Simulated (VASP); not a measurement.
# H (Immm) in VASP: notebook

Runs on H. Level: PBE. Tasks: single point.

Program: VASP 6.6.1. These are calculated values, not measurements. Logs are shortened: lines on timing, memory, paths and dates and some standing lists are left out, and cuts for length are marked.

## (1) The cell of the first run

It takes space group Immm (No. 71, orthorhombic). The conventional cell has a = 3.636 Å, b = 3.784 Å, c = 4.571 Å, α = 90.00°, β = 90.00°, γ = 90.00°. Within 1.0 Å of H (site symmetry mm2) lie 1 H at 0.75 Å.

## (2) Single point, PBE (strain -0.0200 x Voigt [1, -1, 0, 0, 0, 0])

INCAR reads:

```
ALGO = Normal
EDIFF = 1E-7
ENCUT = 520
GGA = PE
ISIF = 2
ISMEAR = 0
LASPH = True
LCHARG = True
LELF = True
LREAL = False
LVHAR = True
LWAVE = False
NBANDS = 8
NELM = 100
PREC = Accurate
SIGMA = 0.05
```

KPOINTS reads:

```
k-points
0
Gamma
  8 8 8
```

POSCAR reads:

```
H
1.0
   -1.8177702850      1.8919649906      2.2855640979
    1.8177702850     -1.8919649906      2.2855640979
    1.8177702850      1.8919649906     -2.2855640979
H
2
Direct
    0.9178910720      0.9178910720      0.0000000000
    0.0821089280      0.0821089280      0.0000000000
```

Potentials or basis: VASP PAW PBE potentials, release 64 (H).

Command:

```bash
$ cat potpaw_PBE.64/H/POTCAR > POTCAR
$ mpirun -np 1 vasp_std > vasp.out
```

OUTCAR:

```text
EDIFF = 1E-7
   ENCUT = 520
   GGA = PE
   ISIF = 2
   ISMEAR = 0
   LASPH = True
   LREAL = False
   NELM = 100
   PREC = Accurate

 ion  position               nearest neighbor table
   1  0.918  0.918  0.000-   2 0.75
   2  0.082  0.082  0.000-   1 0.75

  LATTYP: Found a body centered orthorhombic cell.
 ALAT       =     3.6355405700
 B/A-ratio  =     1.0408163266
 C/A-ratio  =     1.2573448454

  Lattice vectors:

 A1 = (  -1.8177702850,   1.8919649906,   2.2855640979)
 A2 = (   1.8177702850,  -1.8919649906,   2.2855640979)
 A3 = (   1.8177702850,   1.8919649906,  -2.2855640979)

Analysis of symmetry for initial positions (statically):
=====================================================================
 Subroutine PRICEL returns:
 Original cell was already a primitive cell.

 Routine SETGRP: Setting up the symmetry group for a
 body centered orthorhombic supercell.

 Subroutine GETGRP returns: Found  8 space group operations
 (whereof  8 operations were pure point group operations)
 out of a pool of  8 trial point group operations.

The static configuration has the point symmetry D_2h.

Analysis of symmetry for dynamics (positions and initial velocities):
=====================================================================
 Subroutine PRICEL returns:
 Original cell was already a primitive cell.

 Routine SETGRP: Setting up the symmetry group for a
 body centered orthorhombic supercell.

 Subroutine GETGRP returns: Found  8 space group operations
 (whereof  8 operations were pure point group operations)
 out of a pool of  8 trial point group operations.

The dynamic configuration has the point symmetry D_2h.

 Subroutine INISYM returns: Found  8 space group operations
 (whereof  8 operations are pure point group operations),
 and found     1 'primitive' translations

----------------------------------------------------------------------------------------

                                     Primitive cell

  volume of cell :      31.4417

  direct lattice vectors                    reciprocal lattice vectors
    -1.817770285  1.891964991  2.285564098     0.000000000  0.264275503  0.218764374
     1.817770285 -1.891964991  2.285564098     0.275062258  0.000000000  0.218764374
     1.817770285  1.891964991 -2.285564098     0.275062258  0.264275503  0.000000000

  length of vectors
     3.479601066  3.479601066  3.479601066     0.343073451  0.351449993  0.381445655

[... 79 lines left out ...]
   NELM   =    100;   NELMIN=  2; NELMDL= -5     # of ELM steps
   EDIFF  = 0.1E-06   stopping-criterion for ELM
   LREAL  =      F    real-space projection
   EDIFFG = 0.1E-05   stopping-criterion for IOM
   NSW    =      0    number of steps for IOM
   IBRION =     -1    ionic relax: 0-MD 1-quasi-New 2-CG
   NFREE  =      0    steps in history (QN), initial steepest desc. (CG)
   ISIF   =      2    stress and relaxation
   ISYM   =      2    0-nonsym 1-usesym 2-fastsym
   POTIM  = 0.5000    time-step for ionic-motion
   TEBEG  =    0.0;   TEEND  =   0.0 temperature during run
   PSTRESS=    0.0 pullay stress
   NELECT =       2.0000    total number of electrons
   NUPDOWN=      -1.0000    fix difference up-down
   EMIN   =  10.00;   EMAX   =-10.00  energy-range for DOS
   EFERMI =   0.00;   METHOD = LEGACY
   ISMEAR =     0;   SIGMA  =   0.05  broadening in eV -4-tet -1-fermi 0-gaus
   EFERMI_NEDOS =   21; number of points for ismear=-14 and -15
   IALGO  =     38    algorithm
   IMIX   =      4    mixing-type and parameters
     AMIX     =   0.40;   BMIX     =  1.00
     AMIX_MAG =   1.60;   BMIX_MAG =  1.00
  volume/ion in A,a.u.               =      15.72       106.09
  Fermi-wavevector in a.u.,A,eV,Ry     =   0.653506  1.234948  5.810644  0.427070
  Thomas-Fermi vector in A             =   1.723768
   LORBIT       =      0    0 simple, 1 ext, 2 COOP (PROOUT), +10 PAW based schemes
   GGA     = PE    functional components
   LHFCALC =     F    Hartree Fock is set to
   AEXX    =    0.0000 exact exchange contribution
   IVDW    =     0    specifies the selected vdW correction
   LEPSILON=     F    determine dielectric tensor
   LRPA    =     F    only Hartree local field effects (RPA)
 non-spin polarized calculation
 Gauss-broadening in eV      SIGMA  =   0.05
  energy-cutoff  :      520.00
  volume of cell :       31.44
 maximum number of plane-waves:       867
 NGX is ok and might be reduce to    28
   NGX = 13   NGY = 13   NGZ = 13

 number of electron       2.0000000 magnetization

 Free energy of the ion-electron system (eV)
  ---------------------------------------------------
  ext. energy  EPLUGINS =         0.00000000
  ---------------------------------------------------
  free energy    TOTEN  =        -6.78981051 eV

  energy without entropy =       -6.78981051  energy(sigma->0) =       -6.78981051

 E-fermi :  -8.5846     XC(G=0):  -4.6582

 val. band max:       -8.8292405386   @ k =   0.5000   0.5000   0.5000
 cond. band min:       0.3672245921   @ k =   0.5000   0.0000   0.0000
 fundamental gap:      9.1964651307
 Fermi energy:        -8.5845849630

 k-point     1 :       0.0000    0.0000    0.0000
  band No.  band energies     occupation
      1     -10.2394      2.00000
      2       3.2997      0.00000
      3       6.8597      0.00000
      4      11.9884      0.00000
      5      12.5087      0.00000
      6      13.8476      0.00000
      7      14.6410      0.00000
      8      15.3959      0.00000
[... 243 lines left out ...]
 k-point    24 :       0.2500    0.3750    0.0000
  band No.  band energies     occupation
      1      -9.1594      2.00000
      2       1.2615      0.00000
      3       3.9529      0.00000
      4       7.5231      0.00000
      5       9.2740      0.00000
      6      13.4335      0.00000
      7      15.9891      0.00000
      8      18.0748      0.00000

 [... further k-points ...]
[... 5 lines left out ...]
  --------------------------------------------------------------------------------------
  -------------------------------------------------------------------------------------
  Total       -0.0237167     -0.0268650     -0.0377457     -0.0000000      0.0000000      0.0000000
  in kB       -1.2085369     -1.3689623     -1.9234114     -0.0000000      0.0000000      0.0000000
  external PRESSURE =      -1.5003035 kB  Pullay stress =       0.0000000 kB

 VOLUME and BASIS-vectors are now :
 -----------------------------------------------------------------------------
  energy-cutoff  :      520.00
  volume of cell :       31.44
      direct lattice vectors                 reciprocal lattice vectors
    -1.817770285  1.891964991  2.285564098     0.000000000  0.264275503  0.218764374
     1.817770285 -1.891964991  2.285564098     0.275062258  0.000000000  0.218764374
     1.817770285  1.891964991 -2.285564098     0.275062258  0.264275503  0.000000000

 POSITION                                       TOTAL-FORCE (eV/Angst)
 -----------------------------------------------------------------------------------
      0.00000      0.00000      4.19580         0.000000      0.000000      0.008941
      0.00000      0.00000      0.37533        -0.000000     -0.000000     -0.008941
 -----------------------------------------------------------------------------------
    total drift:                                0.000000      0.000000     -0.000000

  FREE ENERGIE OF THE ION-ELECTRON SYSTEM (eV)
  ---------------------------------------------------
  free  energy   TOTEN  =        -6.7898105146 eV

  energy  without entropy=       -6.7898105146  energy(sigma->0) =       -6.78981051
```

stdout:

```text
POSCAR found type information on POSCAR H
 POSCAR found :  1 types and       2 ions
 scaLAPACK will be used
 LDA part: xc-table for (Slater+PW92), standard interpolation
 POSCAR, INCAR and KPOINTS ok, starting setup
 FFT: planning ... GRIDC
 FFT: planning ... GRID_SOFT
 FFT: planning ... GRID
 WAVECAR not read
 entering main loop
```

Wall time 12 s (1 thread of Intel Xeon 6975P-C, shared host); peak memory 0.15 GiB.

What came out:

```
Free energy            : -6.7898 eV
Pressure               : -0.2 GPa
Largest force          : 0.009 eV/Å
Band gap on the k mesh : 9.20 eV, indirect (least direct gap 9.70 eV)
```

Forces in eV/Å, atoms in the order of the input:
```
H    0.000  0.000  0.009
H    0.000  0.000 -0.009
```

Levels at points of the mesh, in eV from the valence-band top:
| k point | band 1 | band 2 | band 3 | band 4 | band 5 | band 6 |
| --- | --- | --- | --- | --- | --- | --- |
| (0.00, 0.00, 0.00) | -1.41 | 12.13 | 15.69 | 20.82 | 21.34 | 22.68 |
| (0.50, 0.00, 0.00) | -0.50 | 9.20 | 15.53 | 17.26 | 18.84 | 21.55 |
| (0.00, 0.50, 0.00) | -0.44 | 9.36 | 15.43 | 16.97 | 18.35 | 20.91 |
| (0.50, 0.50, 0.00) | -0.34 | 10.77 | 13.30 | 15.10 | 17.41 | 18.38 |
| (0.50, 0.50, 0.50) | 0.00 | 10.13 | 14.80 | 14.88 | 15.64 | 17.31 |

Caveat: the cell differs from its parent crystal (strain -0.0200 x Voigt [1, -1, 0, 0, 0, 0]).

## (3) Single point, PBE (strain +0.0100 x Voigt [1, -1, 0, 0, 0, 0])

INCAR reads:

```
  PREC = Accurate
  ENCUT = 520
  EDIFF = 1E-6
  ISMEAR = 0
  SIGMA = 0.05
  LREAL = F
  LASPH = T
  NELM = 60
  ALGO = Normal
  ISIF = 2
  LWAVE = F
  LCHARG = F
  GGA = PE
  NBANDS = 8
```

KPOINTS reads:

```
Automatic mesh
0
Gamma
  8 8 8
```

POSCAR reads:

```
H
1.0
   -1.8734163142      1.8363189614      2.2855640979
    1.8734163142     -1.8363189614      2.2855640979
    1.8734163142      1.8363189614     -2.2855640979
H
2
Direct
    0.9178910720      0.9178910720      0.0000000000
    0.0821089280      0.0821089280      0.0000000000
```

Potentials or basis: VASP PAW PBE potentials, release 64 (H).

Command:

```bash
$ cat potpaw_PBE.64/H/POTCAR > POTCAR
$ mpirun -np 1 vasp_std > vasp.out
```

Run time: 10 s. Hardware: 1 thread of Intel Xeon 6975P-C, shared host; peak memory 0.15 GiB.

It converged, with:

```
Free energy            : -6.7898 eV
Pressure               : -0.1 GPa
Largest force          : 0.009 eV/Å
Band gap on the k mesh : 9.23 eV, indirect (least direct gap 9.72 eV)
```

Forces on the atoms (eV/Å):
```
H    0.000  0.000  0.009
H    0.000  0.000 -0.009
```

Levels at points of the mesh, in eV from the valence-band top:
```
           k point  band 1  band 2  band 3  band 4  band 5  band 6
(0.00, 0.00, 0.00)   -1.41   12.13   15.70   20.94   21.20   22.86
(0.50, 0.00, 0.00)   -0.46    9.32   15.45   17.04   18.46   21.06
(0.00, 0.50, 0.00)   -0.49    9.23   15.50   17.19   18.71   21.38
(0.50, 0.50, 0.00)   -0.34   10.77   13.30   15.09   17.40   18.38
(0.50, 0.50, 0.50)    0.00   10.13   14.81   15.06   15.44   17.29
```

Caveat: the cell differs from its parent crystal (strain +0.0100 x Voigt [1, -1, 0, 0, 0, 0]).

## (4) Single point, PBE (strain +0.0250 x Voigt [1, -1, 0, 0, 0, 0])

INCAR reads:

```
SYSTEM = H
  PREC = Accurate
  ENCUT = 520
  EDIFF = 1E-6
  ISMEAR = 0
  SIGMA = 0.05
  LREAL = .False.
  LASPH = .True.
  NELM = 100
  ALGO = Normal
  ISIF = 2
  LWAVE = .False.
  LCHARG = .False.
  GGA = PE
  NBANDS = 8
```

KPOINTS reads:

```
regular mesh
0
Gamma
  8 8 8
  0 0 0
```

POSCAR reads:

```
H
1.0
   -1.9012393287      1.8084959469      2.2855640979
    1.9012393287     -1.8084959469      2.2855640979
    1.9012393287      1.8084959469     -2.2855640979
H
2
Direct
    0.9178910720      0.9178910720      0.0000000000
    0.0821089280      0.0821089280      0.0000000000
```

Command:

```bash
$ cat potpaw_PBE.64/H/POTCAR > POTCAR
$ mpirun -np 1 vasp_std > vasp.out
```

Run time: 14 s. Hardware: 1 thread of Intel Xeon 6975P-C, shared host; peak memory 0.15 GiB.

It converged, with:

- Free energy: -6.7898 eV
- Pressure: -0.1 GPa
- Largest force: 0.009 eV/Å
- Band gap on the k mesh: 9.18 eV, indirect (least direct gap 9.68 eV)

Forces in eV/Å, atoms in the order of the input:
```
H    0.000  0.000  0.009
H    0.000  0.000 -0.009
```

Levels at points of the mesh, in eV from the valence-band top:
```
           k point  band 1  band 2  band 3  band 4  band 5
(0.00, 0.00, 0.00)   -1.41   12.13   15.68   20.76   21.41
(0.50, 0.00, 0.00)   -0.44    9.39   15.42   16.94   18.30
(0.00, 0.50, 0.00)   -0.50    9.18   15.55   17.30   18.92
(0.50, 0.50, 0.00)   -0.33   10.78   13.31   15.10   17.41
(0.50, 0.50, 0.50)    0.00   10.13   14.79   14.80   15.74
```

Caveat: the cell differs from its parent crystal (strain +0.0250 x Voigt [1, -1, 0, 0, 0, 0]).

## (5) Single point, PBE (strain +0.0150 x Voigt [1, -1, 0, 0, 0, 0])

INCAR reads:

```
SYSTEM = H
ALGO = Normal ; EDIFF = 1E-7
ENCUT = 520 ; GGA = PE
ISIF = 2 ; ISMEAR = 0
LASPH = .True. ; LCHARG = .False.
LREAL = .False. ; LWAVE = .False.
NBANDS = 8 ; NELM = 80
PREC = Accurate ; SIGMA = 0.05
```

KPOINTS reads:

```
k-points
0
Gamma
  8 8 8
  0 0 0
```

POSCAR reads:

```
H
1.0
   -1.8826906524      1.8270446232      2.2855640979
    1.8826906524     -1.8270446232      2.2855640979
    1.8826906524      1.8270446232     -2.2855640979
H
2
Direct
    0.9178910720      0.9178910720      0.0000000000
    0.0821089280      0.0821089280      0.0000000000
```

Command:

```bash
$ cat potpaw_PBE.64/H/POTCAR > POTCAR
$ mpirun -np 1 vasp_std > vasp.out
```

It took 12 s on 1 thread of Intel Xeon 6975P-C, shared host; peak memory 0.15 GiB.

Results (log left out):

* Free energy: -6.7898 eV
* Pressure: -0.2 GPa
* Largest force: 0.009 eV/Å
* Band gap on the k mesh: 9.22 eV, indirect (least direct gap 9.71 eV)

Forces in eV/Å, atoms in the order of the input:
```
H    0.000  0.000  0.009
H    0.000  0.000 -0.009
```

Levels at points of the mesh, in eV from the valence-band top:
```tsv
k point	band 1	band 2	band 3	band 4	band 5
(0.00, 0.00, 0.00)	-1.41	12.13	15.69	20.88	21.27
(0.50, 0.00, 0.00)	-0.45	9.34	15.44	17.01	18.41
(0.00, 0.50, 0.00)	-0.49	9.22	15.52	17.23	18.77
(0.50, 0.50, 0.00)	-0.34	10.77	13.30	15.10	17.40
(0.50, 0.50, 0.50)	0.00	10.13	14.81	14.97	15.54
```

Caveat: the cell differs from its parent crystal (strain +0.0150 x Voigt [1, -1, 0, 0, 0, 0]). A k mesh can miss the band edges.

## (6) Single point, PBE (strain +0.0050 x Voigt [1, -1, 0, 0, 0, 0])

INCAR reads:

```
SYSTEM = H
  PREC = Accurate
  ENCUT = 520
  EDIFF = 1E-7
  ISMEAR = 0
  SIGMA = 0.05
  LREAL = .False.
  LASPH = .True.
  NELM = 60
  ALGO = Normal
  ISIF = 2
  LWAVE = .False.
  LCHARG = .False.
  GGA = PE
  NBANDS = 8
```

KPOINTS reads:

```
regular mesh
0
Gamma
  8 8 8
  0 0 0
```

POSCAR reads:

```
H
1.0
   -1.8641419760      1.8455932996      2.2855640979
    1.8641419760     -1.8455932996      2.2855640979
    1.8641419760      1.8455932996     -2.2855640979
H
2
Direct
    0.9178910720      0.9178910720      0.0000000000
    0.0821089280      0.0821089280      0.0000000000
```

Potentials or basis: VASP PAW PBE potentials, release 64 (H).

Command:

```bash
$ cat potpaw_PBE.64/H/POTCAR > POTCAR
$ mpirun -np 1 vasp_std > vasp.out
```

It took 16 s on 1 thread of Intel Xeon 6975P-C, shared host; peak memory 0.15 GiB.

The run converged. Its results:

```yaml
Free_energy: -6.7898 eV
Pressure: -0.2 GPa
Largest_force: 0.009 eV/Å
Band_gap_on_the_k_mesh: 9.25 eV, indirect (least direct gap 9.74 eV)
```

Forces on the atoms (eV/Å):
```
H    0.000  0.000  0.009
H    0.000  0.000 -0.009
```

Levels at points of the mesh, in eV from the valence-band top:
```tsv
k point	band 1	band 2	band 3	band 4	band 5	band 6
(0.00, 0.00, 0.00)	-1.41	12.13	15.70	21.01	21.14	22.96
(0.50, 0.00, 0.00)	-0.47	9.30	15.46	17.08	18.52	21.13
(0.00, 0.50, 0.00)	-0.48	9.25	15.49	17.15	18.64	21.29
(0.50, 0.50, 0.00)	-0.34	10.77	13.30	15.09	17.40	18.38
(0.50, 0.50, 0.50)	0.00	10.13	14.81	15.15	15.34	17.28
```

Caveat: the cell differs from its parent crystal (strain +0.0050 x Voigt [1, -1, 0, 0, 0, 0]).

## (7) Summary

| cell | gap on the mesh (eV) | pressure (GPa) | largest force (eV/Å) |
| --- | --- | --- | --- |
| a = 3.480 Å, angles 117.0, 114.1, 97.9°, 2 atoms | 9.20 | -0.2 | 0.01 |
| a = 3.479 Å, angles 114.8, 116.3, 97.9°, 2 atoms | 9.23 | -0.1 | 0.01 |
| a = 3.480 Å, angles 113.8, 117.4, 97.9°, 2 atoms | 9.18 | -0.1 | 0.01 |
| a = 3.479 Å, angles 114.5, 116.7, 97.9°, 2 atoms | 9.22 | -0.2 | 0.01 |
| a = 3.479 Å, angles 115.2, 115.9, 97.9°, 2 atoms | 9.25 | -0.2 | 0.01 |

Alike in all rows: task single point; level PBE; potentials or basis VASP PAW PBE potentials, release 64 (H); no spin polarisation; k mesh 8 × 8 × 8; cutoff (eV) 520; smearing gaussian 0.05 eV.

Absolute energies hang on the potentials; compare differences alone.
